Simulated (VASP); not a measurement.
# BaSr3Ti4O12 (P4/mmm) in VASP: a series of runs, part 2 of 2

VASP 6.6.1.

## 3. Single point, PBEsol (12.68 Å³/atom)

This run uses another cell than the first one, of 12.68 Å³/atom.

Contents of INCAR:

```
SYSTEM = BaSr3Ti4O12
PREC = Accurate
ENCUT = 520
EDIFF = 1E-6
ISMEAR = 0
SIGMA = 0.02
LREAL = Auto
LASPH = .True.
NELM = 60
ALGO = Normal
ISIF = 2
LWAVE = .False.
LCHARG = .False.
GGA = PS
NBANDS = 96
```

Contents of KPOINTS:

```
regular mesh
0
Gamma
  8 8 2
  0 0 0
```

Contents of POSCAR:

```
BaSr3Ti4O12
1.0
    3.9878129608      0.0000000000      0.0000000000
    0.0000000000      3.9878129608      0.0000000000
    0.0000000000      0.0000000000     15.9527544674
Ba Sr Ti O
1 3 4 12
Direct
    0.0000000000      0.0000000000      0.0000000000
    0.0000000000      0.0000000000      0.2520032292
    0.0000000000      0.0000000000      0.5000000000
    0.0000000000      0.0000000000      0.7479967708
    0.5000000000      0.5000000000      0.1287502977
    0.5000000000      0.5000000000      0.3761519890
    0.5000000000      0.5000000000      0.6238480110
    0.5000000000      0.5000000000      0.8712497023
    0.0000000000      0.5000000000      0.1299980373
    0.0000000000      0.5000000000      0.3761607068
    0.0000000000      0.5000000000      0.6238392932
    0.0000000000      0.5000000000      0.8700019627
    0.5000000000      0.5000000000      0.0000000000
    0.5000000000      0.5000000000      0.2521018522
    0.5000000000      0.5000000000      0.5000000000
    0.5000000000      0.5000000000      0.7478981478
    0.5000000000      0.0000000000      0.1299980373
    0.5000000000      0.0000000000      0.3761607068
    0.5000000000      0.0000000000      0.6238392932
    0.5000000000      0.0000000000      0.8700019627
```

Potentials or basis: VASP PAW PBE potentials, release 64 (Ba_sv, Sr_sv, Ti_sv, O).

Started as:

```bash
cat potpaw_PBE.64/Ba_sv/POTCAR potpaw_PBE.64/Sr_sv/POTCAR potpaw_PBE.64/Ti_sv/POTCAR potpaw_PBE.64/O/POTCAR > POTCAR
mpirun -np 1 vasp_std > vasp.out
```

OUTCAR:

```text
SYSTEM = BaSr3Ti4O12
   PREC = Accurate
   ENCUT = 520
   EDIFF = 1E-6
   ISMEAR = 0
   LREAL = Auto
   LASPH = .True.
   NELM = 60
   ISIF = 2
   GGA = PS

 ion  position               nearest neighbor table
   1  0.000  0.000  0.000-  13 2.82  13 2.82  13 2.82  13 2.82  20 2.88   9 2.88  12 2.88  12 2.88
                             9 2.88  17 2.88  20 2.88  17 2.88   5 3.49   8 3.49   8 3.49   8 3.49
   2  0.000  0.000  0.252-   9 2.79  17 2.79   9 2.79  17 2.79  10 2.81  10 2.81  18 2.81  18 2.81
                            14 2.82  14 2.82  14 2.82  14 2.82   5 3.44   5 3.44   5 3.44   5 3.44
   3  0.000  0.000  0.500-  10 2.81  11 2.81  18 2.81  19 2.81  10 2.81  11 2.81  18 2.81  19 2.81
                            15 2.82  15 2.82  15 2.82  15 2.82   6 3.44   7 3.44   7 3.44   7 3.44
   4  0.000  0.000  0.748-  12 2.79  20 2.79  12 2.79  20 2.79  11 2.81  19 2.81  19 2.81  11 2.81
                            16 2.82  16 2.82  16 2.82  16 2.82   8 3.44   8 3.44   8 3.44   8 3.44
   5  0.500  0.500  0.129-  14 1.97   9 1.99  17 1.99  17 1.99   9 1.99  13 2.05   2 3.44   2 3.44
                             2 3.44   2 3.44   1 3.49   1 3.49   1 3.49   1 3.49
   6  0.500  0.500  0.376-  15 1.98  14 1.98  10 1.99  18 1.99  18 1.99  10 1.99   3 3.44   3 3.44
                             3 3.44   3 3.44   2 3.45   2 3.45   2 3.45   2 3.45
   7  0.500  0.500  0.624-  15 1.98  16 1.98  11 1.99  19 1.99  19 1.99  11 1.99   3 3.44   3 3.44
[... 2526 lines left out ...]
 [bands above 92 left out]

------------------------ aborting loop because EDIFF is reached ----------------------------------------

  FORCE on cell =-STRESS in cart. coord.  units (eV):
  Direction    XX          YY          ZZ          XY          YZ          ZX
  --------------------------------------------------------------------------------------
  -------------------------------------------------------------------------------------
  Total      -13.6191262    -13.6191262    -13.6362408      0.0000000      0.0000000      0.0000000
  in kB      -86.0111162    -86.0111162    -86.1192028      0.0000000      0.0000000      0.0000000
  external PRESSURE =     -86.0471450 kB  Pullay stress =       0.0000000 kB

 VOLUME and BASIS-vectors are now :
 -----------------------------------------------------------------------------
  energy-cutoff  :      520.00
  volume of cell :      253.69
      direct lattice vectors                 reciprocal lattice vectors
     3.987812961  0.000000000  0.000000000     0.250764018  0.000000000  0.000000000
     0.000000000  3.987812961  0.000000000     0.000000000  0.250764018  0.000000000
     0.000000000  0.000000000 15.952754467     0.000000000  0.000000000  0.062685099

 POSITION                                       TOTAL-FORCE (eV/Angst)
 -----------------------------------------------------------------------------------
      0.00000      0.00000      0.00000         0.000000     -0.000000     -0.000000
      0.00000      0.00000      4.02015        -0.000000     -0.000000      0.004899
      0.00000      0.00000      7.97638         0.000000     -0.000000     -0.000000
      0.00000      0.00000     11.93261         0.000000     -0.000000     -0.004899
      1.99391      1.99391      2.05392         0.000000     -0.000000      0.004895
      1.99391      1.99391      6.00066         0.000000      0.000000     -0.022381
[... 12 lines left out ...]
      1.99391      0.00000      9.95196         0.000000     -0.000000      0.002771
      1.99391      0.00000     13.87893         0.000000     -0.000000     -0.036433
 -----------------------------------------------------------------------------------
    total drift:                                0.000000      0.000000      0.000000

  FREE ENERGIE OF THE ION-ELECTRON SYSTEM (eV)
  ---------------------------------------------------
  free  energy   TOTEN  =      -167.6640443897 eV

  energy  without entropy=     -167.6640443897  energy(sigma->0) =     -167.66404439
```

OSZICAR:

```text
N       E                     dE             d eps       ncg     rms          rms(c)
DAV:   1     0.212245942748E+04    0.21225E+04   -0.79657E+04  5760   0.182E+03
DAV:   2     0.194100087081E+03   -0.19284E+04   -0.18309E+04  6024   0.537E+02
DAV:   3    -0.179381980306E+03   -0.37348E+03   -0.36199E+03  6944   0.217E+02
DAV:   4    -0.206063586804E+03   -0.26682E+02   -0.26602E+02  8336   0.606E+01
DAV:   5    -0.207670920824E+03   -0.16073E+01   -0.16065E+01  9216   0.121E+01    0.487E+01
DAV:   6    -0.167685350802E+03    0.39986E+02   -0.23350E+02  8312   0.733E+01    0.284E+01
DAV:   7    -0.168182723559E+03   -0.49737E+00   -0.41448E+01  7872   0.252E+01    0.181E+01
DAV:   8    -0.169521577178E+03   -0.13389E+01   -0.15133E+01  7928   0.217E+01    0.129E+01
DAV:   9    -0.167666391057E+03    0.18552E+01   -0.75532E+00  7904   0.166E+01    0.222E+00
DAV:  10    -0.167695127120E+03   -0.28736E-01   -0.73449E-01  7840   0.400E+00    0.171E+00
DAV:  11    -0.167673971643E+03    0.21155E-01   -0.12019E-01  7992   0.181E+00    0.817E-01
DAV:  12    -0.167664257529E+03    0.97141E-02   -0.60643E-02  8296   0.120E+00    0.301E-01
DAV:  13    -0.167663979019E+03    0.27851E-03   -0.75857E-03  7944   0.521E-01    0.116E-01
DAV:  14    -0.167664034277E+03   -0.55258E-04   -0.10987E-03  8016   0.134E-01    0.770E-02
DAV:  15    -0.167664040232E+03   -0.59550E-05   -0.26473E-04  7960   0.821E-02    0.235E-02
DAV:  16    -0.167664044466E+03   -0.42333E-05   -0.36294E-05  8080   0.286E-02    0.157E-02
DAV:  17    -0.167664044390E+03    0.75874E-07   -0.55892E-06  5800   0.971E-03
   1 F= -.16766404E+03 E0= -.16766404E+03  d E =-.196052E-59
```

Run time: 26 min. Hardware: 1 thread of Oxide Virtual Turin-like, shared host; peak memory 0.57 GiB.

Results:

* Free energy: -167.6640 eV
* Pressure: -8.6 GPa
* Largest force: 0.036 eV/Å
* Band gap on the k mesh: 1.69 eV (least direct gap 1.94 eV)

Forces in eV/Å, atoms in the order of the input:
```
Ba   0.000  0.000  0.000
Sr   0.000  0.000  0.005
Sr   0.000  0.000  0.000
Sr   0.000  0.000 -0.005
Ti   0.000  0.000  0.005
Ti   0.000  0.000 -0.022
Ti   0.000  0.000  0.022
Ti   0.000  0.000 -0.005
O    0.000  0.000  0.036
O    0.000  0.000 -0.003
O    0.000  0.000  0.003
O    0.000  0.000 -0.036
O    0.000  0.000  0.000
O    0.000  0.000 -0.001
O    0.000  0.000  0.000
O    0.000  0.000  0.001
O    0.000  0.000  0.036
O    0.000  0.000 -0.003
O    0.000  0.000  0.003
O    0.000  0.000 -0.036
```

Levels at points of the mesh, in eV from the valence-band top:
| k point | band 77 | band 78 | band 79 | band 80 | band 81 | band 82 | band 83 | band 84 |
| --- | --- | --- | --- | --- | --- | --- | --- | --- |
| (0.00, 0.00, 0.00) | -0.58 | -0.34 | -0.32 | -0.32 | 1.69 | 1.69 | 1.69 | 1.76 |
| (0.50, 0.00, 0.00) | -0.74 | -0.64 | -0.55 | -0.09 | 1.85 | 2.70 | 2.78 | 3.47 |
| (0.50, 0.50, 0.00) | -0.04 | 0.00 | 0.00 | 0.00 | 3.48 | 3.48 | 3.75 | 3.75 |
| (0.00, 0.00, 0.50) | -0.46 | -0.46 | -0.40 | -0.40 | 1.71 | 1.72 | 1.81 | 1.84 |
| (0.50, 0.00, 0.50) | -0.96 | -0.93 | -0.24 | -0.18 | 2.13 | 2.14 | 3.21 | 3.34 |
| (0.50, 0.50, 0.50) | -0.08 | -0.08 | -0.02 | -0.01 | 3.55 | 3.55 | 3.57 | 3.57 |

Caveat: the cell stands under tension; the PAW data sets were made with another functional, which shifts forces and pressure a little; spin-orbit coupling is left out, which moves the levels of the heavy elements. A k mesh can miss the band edges.
